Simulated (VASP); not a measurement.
A run of VASP 6.6.1 is set up as follows.

File INCAR:

```
SYSTEM = MoS2
PREC = Accurate
ENCUT = 520
EDIFF = 1E-6
ISMEAR = 0
SIGMA = 0.05
LREAL = .False.
LASPH = .True.
NELM = 60
ALGO = Normal
ISIF = 2
LWAVE = .False.
LCHARG = .False.
GGA = PE
IVDW = 12
NBANDS = 35
```

File KPOINTS:

```
regular mesh
0
Gamma
  10 10 2
  0 0 0
```

Contents of POSCAR:

```
MoS2
1.0
   -3.1494847632      0.0000000000      0.0000000000
   -1.5747423816     -2.7275338138      0.0000000000
   -0.7873711908     -0.4545889690     13.2900638030
Mo S
2 4
Direct
   -0.0098250000     -0.0098250000      0.0589500000
   -0.0931583333     -0.0931583333      0.5589500000
    0.2205259487      0.2205259487      0.6768443076
    0.3038592821      0.3038592821      0.1768443076
    0.1764907179      0.1764907179      0.9410556924
    0.2598240513      0.2598240513      0.4410556924
```

Potentials or basis: VASP PAW PBE potentials, release 64 (Mo_sv, S).

Command:

```sh
$ cat potpaw_PBE.64/Mo_sv/POTCAR potpaw_PBE.64/S/POTCAR > POTCAR
$ mpirun -np 1 vasp_std > vasp.out
```

Q: What does it give for the pressure?

A: 15.7 GPa.

Q: Predict the largest force.

A: 17.401 eV/Å.

Q: Estimate the band gap on the k mesh.

A: Zero (band 26 reaches 7.10 eV, above the bottom of band 27 at 6.90 eV).

Stress tensor (GPa, compression positive):
```
 9.15  3.13 19.35
 3.13  5.53 11.17
19.35 11.17 32.53
```

Caveat: forces of over 1 eV/Å act on the atoms, so gaps and moduli don't describe the material at rest.
